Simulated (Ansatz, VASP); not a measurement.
# KCl: VASP beside Ansatz

The input POSCAR:

```
KCl
1.0
    3.4997960494      0.0000000000      0.0000000000
    0.0000000000      3.4997960494      0.0000000000
    0.0000000000      0.0000000000      3.4997960494
K Cl
1 1
Direct
    0.0000000000      0.0000000000      0.0000000000
    0.5000000000      0.5000000000      0.5000000000
```

INCAR.step1

```
SYSTEM = KCl
ALGO = Normal
EDIFF = 1E-4
ENCUT = 520
GGA = PE
ISMEAR = 0
LASPH = .TRUE.
LCHARG = .FALSE.
LREAL = .FALSE.
LWAVE = .TRUE.
NBANDS = 15
NELM = 60
PREC = Accurate
SIGMA = 0.05
```

File INCAR.step2:

```
SYSTEM = KCl
ALGO = Normal
EDIFF = 1E-6
ENCUT = 520
ISIF = 2
ISMEAR = 0
ISTART = 1
LASPH = .TRUE.
LCHARG = .FALSE.
LMIXTAU = .TRUE.
LREAL = .FALSE.
LWAVE = .FALSE.
METAGGA = R2SCAN
NBANDS = 15
NELM = 60
PREC = Accurate
SIGMA = 0.05
```

The input KPOINTS:

```
k-points
0
G
  6 6 6
  0 0 0
```

Input for Ansatz:

```yaml
crystal:
  lattice:
    - [3.4997960494, 0.0, 0.0]
    - [0.0, 3.4997960494, 0.0]
    - [0.0, 0.0, 3.4997960494]
  atoms:
    - { symbol: K, position: [0.0, 0.0, 0.0] }
    - { symbol: Cl, position: [0.5, 0.5, 0.5] }
basis:
  ecutwfc: 500
  ecutrho_ratio: 4
kpoints:
  mp_grid: { grid: [6, 6, 6] }
hamiltonian:
  xc: r2scan
scf:
  occupations: { method: gaussian, width: 0.05 }
output:
  forces: true
  stress: true
  eigenvalues: true
```

Alike in both runs: task single point; functional r2SCAN; k mesh 6 × 6 × 6; occupations gaussian, width 0.05 eV; no spin polarisation.

|  | VASP | Ansatz |
| --- | --- | --- |
| version | VASP 6.6.1 | Ansatz 0.2.0 |
| potentials or method | VASP PAW PBE potentials, release 64 (K_sv, Cl), cutoff 520 eV | scalar-relativistic, plane waves, PAW |
| valence electrons in the cell | 16 | 16 |

```tsv
	VASP	Ansatz	Ansatz less VASP
gap on the k mesh at the Fermi level (eV)	6.70	6.68	-0.015
least direct gap on the mesh (eV)	6.90	6.88	-0.024
pressure (GPa)	8.9	8.8	-0.05
```

VASP's potentials were made for PBE, not for r2SCAN.
